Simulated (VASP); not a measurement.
A run of VASP 6.6.1 is set up as follows.

INCAR

```
PREC = Accurate
ENCUT = 520
EDIFF = 1E-6
ISMEAR = 0
SIGMA = 0.05
LREAL = F
LASPH = T
NELM = 80
ALGO = Normal
ISIF = 2
LWAVE = F
LCHARG = F
GGA = PE
NBANDS = 16
```

Contents of KPOINTS:

```
Automatic mesh
0
Gamma
  10 10 10
```

Contents of POSCAR:

```
InP
1.0
    0.0000000000      2.9800342081      3.0247347212
    2.9800342081      0.0000000000      3.0247347212
    2.9800342081      2.9800342081      0.0000000000
In P
1 1
Direct
    0.0000000000      0.0000000000      0.0000000000
    0.7500000000      0.7500000000      0.7500000000
```

Potentials or basis: VASP PAW PBE potentials, release 64 (In_d, P).

Run with:

```sh
$ cat potpaw_PBE.64/In_d/POTCAR potpaw_PBE.64/P/POTCAR > POTCAR
$ mpirun -np 1 vasp_std > vasp.out
```

Problem. Predict the band gap on the k mesh.

Solution. 0.33 eV, direct.

Problem. Estimate the pressure.

Solution. -0.9 GPa.

Stress tensor (GPa, compression positive):
```
-0.71  0.00  0.00
 0.00 -0.71  0.00
 0.00  0.00 -1.35
```

Caveat: the cell differs from its parent crystal (strain +0.0150 x Voigt [0, 0, 1, 0, 0, 0]); spin-orbit coupling is left out, which moves the levels of the heavy elements.
